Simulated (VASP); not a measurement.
# KCl: single point with r2SCAN

The system is KCl.

```xyz
2
Lattice="0.0000 3.3249 3.5073 3.3249 0.0000 3.5073 3.3249 3.3249 0.0000" Properties=species:S:1:pos:R:3 pbc="T T T"
K     0.0000    0.0000    0.0000
Cl    1.6625    1.6625    1.7536
```

This cell differs from its parent crystal: biaxial xy strain -5.2%.

| Quantity | Value |
| --- | --- |
| Program | VASP 6.6.1 |
| Task | single point |
| Functional | r2SCAN |
| Potentials or basis | VASP PAW PBE potentials, release 64 (K_sv, Cl) |
| Cutoff | 520 eV |
| k mesh | 6 × 6 × 6 |
| Occupations | gaussian, width 0.01 eV |
| Spin | no spin polarisation |

```
Pressure               : 1.6 GPa
Band gap on the k mesh : 5.50 eV (least direct gap 5.60 eV)
```

Stress tensor (GPa, compression positive):
```
1.60 0.00 0.00
0.00 1.60 0.00
0.00 0.00 1.73
```

Levels at points of the mesh, in eV from the valence-band top:
| k point | band 4 | band 5 | band 6 | band 7 | band 8 | band 9 | band 10 | band 11 | band 12 | band 13 |
| --- | --- | --- | --- | --- | --- | --- | --- | --- | --- | --- |
| (0.00, 0.00, 0.00) | -10.83 | -10.83 | -0.12 | -0.10 | -0.10 | 5.50 | 10.05 | 10.49 | 11.24 | 11.57 |
| (0.50, 0.00, 0.00) | -10.84 | -10.60 | -0.43 | -0.09 | -0.04 | 8.01 | 8.42 | 9.73 | 9.95 | 11.40 |
| (0.50, 0.50, 0.00) | -10.87 | -10.47 | -0.54 | 0.00 | 0.00 | 7.16 | 8.35 | 11.36 | 11.38 | 11.38 |
| (0.50, 0.00, 0.50) | -10.86 | -10.52 | -0.51 | -0.04 | -0.04 | 7.25 | 8.42 | 11.27 | 11.47 | 11.71 |

It took 110 s on 1 thread of Intel(R) Xeon(R) Platinum 8375C CPU @ 2.90GHz (Ice Lake), on a shared host, peak memory 0.22 GiB.

Caveat: the cell differs from its parent crystal (biaxial xy strain -5.2%); the PAW data sets were made with another functional, which shifts forces and pressure a little. A k mesh can miss the band edges.
